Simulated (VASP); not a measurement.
The system is LiF.

```xyz
2
Lattice="0.0000 1.9951 1.9951 1.9951 0.0000 1.9951 1.9951 1.9951 0.0000" Properties=species:S:1:pos:R:3 pbc="T T T"
Li    0.0000    0.0000    0.0000
F     1.9951    1.9951    1.9951
```

Base run:

```yaml
Program: VASP 6.6.1
Functional: PBE0
Potentials_or_basis: VASP PAW PBE potentials, release 64 (Li_sv, F)
Cutoff: 520 eV
k_mesh: 8 × 8 × 8
Occupations: gaussian, width 0.01 eV
Spin: no spin polarisation
```

Its results: band gap on the k mesh 12.43 eV.

**Question.** The run is repeated on the same cell with these changes: functional from PBE0 to HSE06; further incar settings from ALGO = Normal; EDIFF = 1e-06; NBANDS = 12 to ALGO = Normal; EDIFF = 1e-07; NBANDS = 12. What comes out?

**Answer.** Band gap on the k mesh 11.66 eV.

A k mesh can miss the band edges.
